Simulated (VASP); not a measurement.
# Rh (Fm-3m) in VASP: settings compared

Aim: see how the results for Rh move with the level of theory and the settings. Levels: PBE, r2SCAN. Tasks: single point, relaxation of cell and atoms.

Everything below comes from runs of VASP 6.6.1. Logs are shortened: lines on timing, memory, paths and dates and some standing lists are left out, and cuts for length are marked.

**1. The cell of the first run**

It takes space group Fm-3m (No. 225, cubic). Conventional cell: a = 3.830 Å, b = 3.830 Å, c = 3.830 Å, α = 90.00°, β = 90.00°, γ = 90.00°. Rh (site symmetry m-3m) has 12 Rh at 2.71 Å within 3.6 Å.

**2. Single point, PBE**

Input file INCAR:

```
PREC = Accurate
ENCUT = 520
EDIFF = 1E-6
ISMEAR = 0
SIGMA = 0.1
LREAL = False
LASPH = True
NELM = 60
ALGO = Normal
ISIF = 2
LWAVE = False
LCHARG = True
GGA = PE
LELF = True
LVHAR = True
NBANDS = 14
```

Input file KPOINTS:

```
Automatic mesh
0
Gamma
  18 18 18
```

Input file POSCAR:

```
Rh
1.0
    0.0000000000      1.9149890286      1.9149890286
    1.9149890286      0.0000000000      1.9149890286
    1.9149890286      1.9149890286      0.0000000000
Rh
1
Direct
    0.0000000000      0.0000000000      0.0000000000
```

Potentials or basis: VASP PAW PBE potentials, release 64 (Rh_pv).

Command:

```bash
> cat potpaw_PBE.64/Rh_pv/POTCAR > POTCAR
> mpirun -np 1 vasp_std > vasp.out
```

OUTCAR:

```text
PREC = Accurate
   ENCUT = 520
   EDIFF = 1E-6
   ISMEAR = 0
   LREAL = False
   LASPH = True
   NELM = 60
   ISIF = 2
   GGA = PE

 ion  position               nearest neighbor table
   1  0.000  0.000  0.000-

  LATTYP: Found a face centered cubic cell.
 ALAT       =     3.8299780572

  Lattice vectors:

 A1 = (   0.0000000000,   1.9149890286,   1.9149890286)
 A2 = (   1.9149890286,   0.0000000000,   1.9149890286)
 A3 = (   1.9149890286,   1.9149890286,   0.0000000000)

Analysis of symmetry for initial positions (statically):
=====================================================================
 Subroutine PRICEL returns:
 Original cell was already a primitive cell.

 Routine SETGRP: Setting up the symmetry group for a
 face centered cubic supercell.

 Subroutine GETGRP returns: Found 48 space group operations
 (whereof 48 operations were pure point group operations)
 out of a pool of 48 trial point group operations.

The static configuration has the point symmetry O_h .

Analysis of symmetry for dynamics (positions and initial velocities):
=====================================================================
 Subroutine PRICEL returns:
 Original cell was already a primitive cell.

 Routine SETGRP: Setting up the symmetry group for a
 face centered cubic supercell.

 Subroutine GETGRP returns: Found 48 space group operations
 (whereof 48 operations were pure point group operations)
 out of a pool of 48 trial point group operations.

The dynamic configuration has the point symmetry O_h .

 Subroutine INISYM returns: Found 48 space group operations
 (whereof 48 operations are pure point group operations),
 and found     1 'primitive' translations

----------------------------------------------------------------------------------------

                                     Primitive cell

  volume of cell :      14.0452

  direct lattice vectors                    reciprocal lattice vectors
     0.000000000  1.914989029  1.914989029    -0.261098102  0.261098102  0.261098102
     1.914989029  0.000000000  1.914989029     0.261098102 -0.261098102  0.261098102
     1.914989029  1.914989029  0.000000000     0.261098102  0.261098102 -0.261098102

  length of vectors
     2.708203456  2.708203456  2.708203456     0.452235178  0.452235178  0.452235178

  position of ions in fractional coordinates (direct lattice)
     0.000000000  0.000000000  0.000000000

  ion indices of the primitive-cell ions
   primitive index   ion index
                 1           1

----------------------------------------------------------------------------------------

 KPOINTS: Automatic mesh

Automatic generation of k-mesh.
 Grid dimensions read from file:
 generate k-points for:   18   18   18

 Generating k-lattice:

  Cartesian coordinates                     Fractional coordinates (reciprocal lattice)
    -0.014505450  0.014505450  0.014505450     0.055555556  0.000000000  0.000000000
     0.014505450 -0.014505450  0.014505450     0.000000000  0.055555556  0.000000000
     0.014505450  0.014505450 -0.014505450     0.000000000  0.000000000  0.055555556

  Length of vectors
     0.025124177  0.025124177  0.025124177

  Shift w.r.t. Gamma in fractional coordinates (k-lattice)
     0.000000000  0.000000000  0.000000000

 Subroutine IBZKPT returns following result:
 ===========================================

 Found    195 irreducible k-points:

 Following reciprocal coordinates:
            Coordinates               Weight
  0.000000  0.000000  0.000000      1.000000
  0.055556  0.000000  0.000000      8.000000
  0.111111  0.000000  0.000000      8.000000
  0.166667  0.000000  0.000000      8.000000
  0.222222  0.000000  0.000000      8.000000
  0.277778  0.000000  0.000000      8.000000
[... 16 lines left out ...]
 -0.277778  0.055556  0.000000     24.000000
 -0.222222  0.055556  0.000000     24.000000
 [... further k-points ...]
   k-points           NKPTS =    195   k-points in BZ     NKDIM =    195   number of bands    NBANDS=     14
   number of dos      NEDOS =    301   number of ions     NIONS =      1
   total plane-waves  NPLWV =   8000
   dimension x,y,z NGX =    20 NGY =   20 NGZ =   20
   dimension x,y,z NGXF=    40 NGYF=   40 NGZF=   40
   ions per type =               1
   NGX,Y,Z   is equivalent  to a cutoff of  12.28, 12.28, 12.28 a.u.
   NGXF,Y,Z  is equivalent  to a cutoff of  24.55, 24.55, 24.55 a.u.
 SYSTEM =  unknown system
   PREC   = accura    normal or accurate (medium, high low for compatibility)
   ISTART =      0    job   : 0-new  1-cont  2-samecut
   ICHARG =      2    charge: 1-file 2-atom 10-const
   ISPIN  =      1    spin polarized calculation?
   LNONCOLLINEAR =      F non collinear calculations
   LSORBIT =      F    spin-orbit coupling
   LASPH  =      T    aspherical Exc in radial PAW
   ENCUT  =  520.0 eV  38.22 Ry    6.18 a.u.   5.04  5.04  5.04*2*pi/ulx,y,z
   NELM   =     60;   NELMIN=  2; NELMDL= -5     # of ELM steps
   EDIFF  = 0.1E-05   stopping-criterion for ELM
   LREAL  =      F    real-space projection
   EDIFFG = 0.1E-04   stopping-criterion for IOM
   NSW    =      0    number of steps for IOM
   IBRION =     -1    ionic relax: 0-MD 1-quasi-New 2-CG
   NFREE  =      0    steps in history (QN), initial steepest desc. (CG)
   ISIF   =      2    stress and relaxation
   ISYM   =      2    0-nonsym 1-usesym 2-fastsym
   POTIM  = 0.5000    time-step for ionic-motion
   TEBEG  =    0.0;   TEEND  =   0.0 temperature during run
   PSTRESS=    0.0 pullay stress
   NELECT =      15.0000    total number of electrons
   NUPDOWN=      -1.0000    fix difference up-down
   EMIN   =  10.00;   EMAX   =-10.00  energy-range for DOS
   EFERMI =   0.00;   METHOD = LEGACY
   ISMEAR =     0;   SIGMA  =   0.10  broadening in eV -4-tet -1-fermi 0-gaus
   EFERMI_NEDOS =   21; number of points for ismear=-14 and -15
   IALGO  =     38    algorithm
   IMIX   =      4    mixing-type and parameters
     AMIX     =   0.40;   BMIX     =  1.00
     AMIX_MAG =   1.60;   BMIX_MAG =  1.00
  volume/ion in A,a.u.               =      14.05        94.78
  Fermi-wavevector in a.u.,A,eV,Ry     =   1.673384  3.162237 38.099227  2.800214
  Thomas-Fermi vector in A             =   2.758365
   LORBIT       =      0    0 simple, 1 ext, 2 COOP (PROOUT), +10 PAW based schemes
   GGA     = PE    functional components
   LHFCALC =     F    Hartree Fock is set to
   AEXX    =    0.0000 exact exchange contribution
   IVDW    =     0    specifies the selected vdW correction
   LEPSILON=     F    determine dielectric tensor
   LRPA    =     F    only Hartree local field effects (RPA)
 non-spin polarized calculation
 Gauss-broadening in eV      SIGMA  =   0.10
  energy-cutoff  :      520.00
  volume of cell :       14.05
 maximum number of plane-waves:       388
   NGX =  9   NGY =  9   NGZ =  9

 number of electron      15.0000003 magnetization

 Free energy of the ion-electron system (eV)
  ---------------------------------------------------
  ext. energy  EPLUGINS =         0.00000000
  ---------------------------------------------------
  free energy    TOTEN  =        -7.26168655 eV

  energy without entropy =       -7.25452222  energy(sigma->0) =       -7.25810439

 E-fermi :  11.5182     XC(G=0): -13.8952

 val. band max:       11.5179830803   @ k =   0.5000   0.3889   0.0556
 cond. band min:      11.5260964148   @ k =  -0.4444   0.3333   0.1667
 fundamental gap:      0.0081133345
 Fermi energy:        11.5181617249

 k-point     1 :       0.0000    0.0000    0.0000
  band No.  band energies     occupation
      1     -34.8326      2.00000
      2     -34.8326      2.00000
      3     -34.8326      2.00000
      4       3.7141      2.00000
      5       8.5356      2.00000
      6       8.5356      2.00000
      7       8.5356      2.00000
      8      10.5509      2.00000
      9      10.5509      2.00000
     10      27.5257      0.00000
     11      32.0991      0.00000
     12      32.8653      0.00000
     13      32.8653      0.00000
     14      32.8653      0.00000

 k-point     2 :       0.0556    0.0000    0.0000
  band No.  band energies     occupation
      1     -34.8538      2.00000
      2     -34.8354      2.00000
      3     -34.8354      2.00000
      4       3.8363      2.00000
      5       8.4821      2.00000
      6       8.5830      2.00000
      7       8.5830      2.00000
      8      10.5245      2.00000
      9      10.5245      2.00000
     10      27.6993      0.00000
     11      32.0895      0.00000
     12      32.1736      0.00000
     13      33.0404      0.00000
     14      33.0404      0.00000

 k-point     3 :       0.1111    0.0000    0.0000
  band No.  band energies     occupation
      1     -34.9145      2.00000
      2     -34.8437      2.00000
      3     -34.8437      2.00000
      4       4.1873      2.00000
      5       8.3482      2.00000
      6       8.7068      2.00000
      7       8.7068      2.00000
      8      10.4679      2.00000
      9      10.4679      2.00000
     10      28.1593      0.00000
     11      30.7109      0.00000
     12      32.0994      0.00000
     13      33.5480      0.00000
     14      33.5480      0.00000
[... 324 lines left out ...]
 k-point    23 :      -0.2778    0.0556    0.0000
  band No.  band energies     occupation
      1     -35.2738      2.00000
      2     -34.9166      2.00000
      3     -34.8869      2.00000
      4       5.7908      2.00000
      5       8.6648      2.00000
      6       8.8652      2.00000
      7       8.8757      2.00000
      8      10.7288      2.00000
      9      11.4623      1.57012
     10      25.0368      0.00000
     11      28.6975      0.00000
     12      32.0982      0.00000
     13      33.8727      0.00000
     14      36.4336      0.00000

 k-point    24 :      -0.2222    0.0556    0.0000
  band No.  band energies     occupation
      1     -35.1604      2.00000
      2     -34.8997      2.00000
      3     -34.8702      2.00000
      4       5.5233      2.00000
      5       8.2023      2.00000
      6       8.9151      2.00000
      7       8.9660      2.00000
      8      10.3691      2.00000
      9      11.0262      2.00000
     10      26.8245      0.00000
     11      29.1358      0.00000
     12      32.0983      0.00000
     13      34.1707      0.00000
     14      36.0358      0.00000

 [... further k-points ...]

------------------------ aborting loop because EDIFF is reached ----------------------------------------

  FORCE on cell =-STRESS in cart. coord.  units (eV):
  Direction    XX          YY          ZZ          XY          YZ          ZX
  --------------------------------------------------------------------------------------
  -------------------------------------------------------------------------------------
  Total        0.0017580      0.0017580      0.0017580      0.0000000     -0.0000000      0.0000000
  in kB        0.2005393      0.2005393      0.2005393      0.0000000     -0.0000000      0.0000000
  external PRESSURE =       0.2005393 kB  Pullay stress =       0.0000000 kB

 VOLUME and BASIS-vectors are now :
 -----------------------------------------------------------------------------
  energy-cutoff  :      520.00
  volume of cell :       14.05
      direct lattice vectors                 reciprocal lattice vectors
     0.000000000  1.914989029  1.914989029    -0.261098102  0.261098102  0.261098102
     1.914989029  0.000000000  1.914989029     0.261098102 -0.261098102  0.261098102
     1.914989029  1.914989029  0.000000000     0.261098102  0.261098102 -0.261098102

 POSITION                                       TOTAL-FORCE (eV/Angst)
 -----------------------------------------------------------------------------------
      0.00000      0.00000      0.00000        -0.000000     -0.000000      0.000000
 -----------------------------------------------------------------------------------
    total drift:                                0.000000      0.000000      0.000000

  FREE ENERGIE OF THE ION-ELECTRON SYSTEM (eV)
  ---------------------------------------------------
  free  energy   TOTEN  =        -7.2616865507 eV

  energy  without entropy=       -7.2545222249  energy(sigma->0) =       -7.25810439
```

Run time: 11 s. Hardware: 1 thread of Intel Xeon 6975P-C (Granite Rapids), shared host; peak memory 0.15 GiB.

What came out:

- Free energy: -7.2617 eV
- Pressure: 0.0 GPa

Levels at points of the mesh, in eV from the Fermi level:
| k point | band 4 | band 5 | band 6 | band 7 | band 8 | band 9 | band 10 | band 11 |
| --- | --- | --- | --- | --- | --- | --- | --- | --- |
| (0.00, 0.00, 0.00) | -7.80 | -2.98 | -2.98 | -2.98 | -0.97 | -0.97 | 16.01 | 20.58 |
| (0.50, 0.00, 0.00) | -5.94 | -3.06 | -3.06 | 0.54 | 0.54 | 0.76 | 8.42 | 15.50 |
| (0.50, 0.50, 0.00) | -6.12 | -5.76 | 0.51 | 0.94 | 0.94 | 3.24 | 12.00 | 13.20 |

**3. Single point, r2SCAN**

POSCAR is that of step 2.

Input file INCAR.step1:

```
SYSTEM = Rh
PREC = Accurate ; ENCUT = 520
ISMEAR = 0 ; SIGMA = 0.1
LREAL = .False. ; LASPH = .True.
NELM = 100 ; NBANDS = 14
GGA = PE ; ALGO = Normal
EDIFF = 1E-4 ; LWAVE = .True.
LCHARG = .False.
```

Input file INCAR.step2:

```
SYSTEM = Rh
PREC = Accurate ; ENCUT = 520
EDIFF = 1E-7 ; ISMEAR = 0
SIGMA = 0.1 ; LREAL = .False.
LASPH = .True. ; NELM = 100
ALGO = Normal ; ISIF = 2
LWAVE = .False. ; LCHARG = .True.
METAGGA = R2SCAN ; LMIXTAU = .True.
LELF = .True. ; LVHAR = .True.
NBANDS = 14 ; ISTART = 1
```

Input file KPOINTS:

```
regular mesh
0
Gamma
  18 18 18
  0 0 0
```

Potentials or basis: VASP PAW PBE potentials, release 64 (Rh_pv).

Command:

```bash
> cat potpaw_PBE.64/Rh_pv/POTCAR > POTCAR
> cp INCAR.step1 INCAR
> mpirun -np 1 vasp_std > vasp.out
> cp INCAR.step2 INCAR
> mpirun -np 1 vasp_std > vasp.out
```

It took 53 s on 1 thread of Intel Xeon 6975P-C (Granite Rapids), shared host; peak memory 0.15 GiB.

It converged, with:

| Property | Result |
| --- | --- |
| Free energy | -24.1358 eV |
| Pressure | -5.2 GPa |

Levels at points of the mesh, in eV from the Fermi level:
| k point | band 4 | band 5 | band 6 | band 7 | band 8 | band 9 | band 10 | band 11 |
| --- | --- | --- | --- | --- | --- | --- | --- | --- |
| (0.00, 0.00, 0.00) | -8.02 | -3.07 | -3.07 | -3.07 | -1.05 | -1.05 | 16.72 | 17.40 |
| (0.50, 0.00, 0.00) | -6.16 | -3.18 | -3.18 | 0.56 | 0.56 | 0.92 | 8.85 | 16.28 |
| (0.50, 0.50, 0.00) | -6.35 | -5.98 | 0.48 | 1.00 | 1.00 | 3.45 | 12.59 | 13.87 |

Caveat: the PAW data sets were made with another functional, which shifts forces and pressure a little.

**4. Relaxation of cell and atoms, PBE**

This run uses another cell than the first one, of 14.11 Å³/atom, 1.005 times its volume.

Input file INCAR:

```
  ALGO = Normal
  EDIFF = 1E-7
  EDIFFG = -0.005
  ENCUT = 600
  GGA = PE
  IBRION = 2
  ISIF = 3
  ISMEAR = 0
  LASPH = T
  LCHARG = F
  LREAL = F
  LWAVE = F
  NELM = 60
  NSW = 100
  PREC = Accurate
  SIGMA = 0.1
```

Input file KPOINTS:

```
k-points
0
Gamma
  18 18 18
```

Input file POSCAR:

```
Rh
1.0
    0.0000000000      1.9178870341      1.9178870341
    1.9178870341      0.0000000000      1.9178870341
    1.9178870341      1.9178870341      0.0000000000
Rh
1
Direct
    0.0000000000      0.0000000000      0.0000000000
```

Command:

```bash
> cat potpaw_PBE.64/Rh_pv/POTCAR > POTCAR
> mpirun -np 1 vasp_std > vasp.out
```

Wall time 24 s (1 thread of Intel Xeon 6975P-C (Granite Rapids), shared host); peak memory 0.16 GiB.

Results (log left out):

```
Free energy                            : -7.2620 eV
Relaxed volume                         : 14.04 Å³/atom
Relaxed cell                           : a = 2.708 Å, b = 2.708 Å, c = 2.708 Å, α = 60.00°, β = 60.00°, γ = 60.00°
Space group after relaxing (to 0.05 Å) : Fm-3m (No. 225)
Energy gained by relaxing              : 0.3 meV/atom
Ionic steps                            : 3
Pressure after relaxing                : 0.0 GPa
```

Step by step:
```tsv
step	energy change (eV)	largest force (eV/Å)	pressure (GPa)	volume (Å³)
1	0.0000	0.0000	-1.26	14.11
2	0.0011	0.0000	2.97	13.88
3	-0.0003	0.0000	0.00	14.04
```

Final structure:
```
Rh
1.0
     0.00000    1.91471    1.91471
     1.91471    0.00000    1.91471
     1.91471    1.91471    0.00000
Rh
1
Direct
  0.00000 0.00000 0.00000
```

Levels at points of the mesh, in eV from the Fermi level:
| k point | band 3 | band 4 | band 5 | band 6 | band 7 | band 8 | band 9 | band 10 | band 11 |
| --- | --- | --- | --- | --- | --- | --- | --- | --- | --- |
| (0.00, 0.00, 0.00) | -46.35 | -7.81 | -2.98 | -2.98 | -2.98 | -0.97 | -0.97 | 16.01 | 20.58 |
| (0.50, 0.00, 0.00) | -46.45 | -5.95 | -3.06 | -3.06 | 0.54 | 0.54 | 0.76 | 8.42 | 15.50 |
| (0.50, 0.50, 0.00) | -46.60 | -6.12 | -5.76 | 0.51 | 0.94 | 0.94 | 3.24 | 12.01 | 13.20 |

**5. The runs side by side**

| task | level | cell | cutoff (eV) | gap on the mesh (eV) | pressure (GPa) |
| --- | --- | --- | --- | --- | --- |
| single point | PBE | a = 2.708 Å, angles 60.0°, 1 atom | 520 | none | 0.0 |
| single point | r2SCAN | a = 2.708 Å, angles 60.0°, 1 atom | 520 | none | -5.2 |
| relaxation of cell and atoms | PBE | relaxed from a = 2.712 Å, angles 60.0°, 1 atom | 600 | none | 0.0 |

Alike in all rows: potentials or basis VASP PAW PBE potentials, release 64 (Rh_pv); no spin polarisation; k mesh 18 × 18 × 18; smearing gaussian 0.1 eV.

Caveats: the PAW data sets were made with another functional, which shifts forces and pressure a little (some runs).

Total energies depend on the potentials used, so only differences within one code and one set of settings carry meaning.
